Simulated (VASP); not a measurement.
Input of a VASP 6.6.1 run:

File INCAR:

```
ALGO     = Normal         # electronic algorithm
EDIFF    = 1E-6           # SCF threshold, eV
ENCUT    = 520            # plane-wave cutoff, eV
GGA      = PE             # functional
ISIF     = 2              # what is computed and relaxed
ISMEAR   = 0              # smearing method
LASPH    = True           # aspherical terms in the spheres
LCHARG   = True           # write CHGCAR
LELF     = True           # ELF
LREAL    = False          # projectors in reciprocal space
LVHAR    = True         
LWAVE    = False          # write WAVECAR
NBANDS   = 46             # bands
NELM     = 80             # most SCF steps
PREC     = Accurate       # precision mode
SIGMA    = 0.02           # smearing width, eV
```

KPOINTS

```
k-points
0
Gamma
  6 6 8
```

Contents of POSCAR:

```
ZnO
1.0
    5.7458801825      0.0000000000      0.0000000000
    0.0000000000      5.7458801825      0.0000000000
    0.0000000000      0.0000000000      3.3114302091
Zn O
4 4
Direct
    0.1807459700      0.1807459700      0.5000000000
    0.8192540300      0.8192540300      0.5000000000
    0.6807459700      0.3192540300      0.0000000000
    0.3192540300      0.6807459700      0.0000000000
    0.8196237628      0.1803762372      0.5000000000
    0.1803762372      0.8196237628      0.5000000000
    0.6803762372      0.6803762372      0.0000000000
    0.3196237628      0.3196237628      0.0000000000
```

Potentials or basis: VASP PAW PBE potentials, release 64 (Zn, O).

Run with:

```sh
$ cat potpaw_PBE.64/Zn/POTCAR potpaw_PBE.64/O/POTCAR > POTCAR
$ mpirun -np 1 vasp_std > vasp.out
```

Question: Predict the pressure.

Answer: -5.4 GPa.

Question: Predict the band gap on the k mesh.

Answer: 0.66 eV.

Stress tensor (GPa, compression positive):
```
-5.52  0.00  0.00
 0.00 -5.52  0.00
 0.00  0.00 -5.26
```

Caveat: the cell stands under tension; semilocal functionals underestimate gaps, and a narrow one can read as zero.
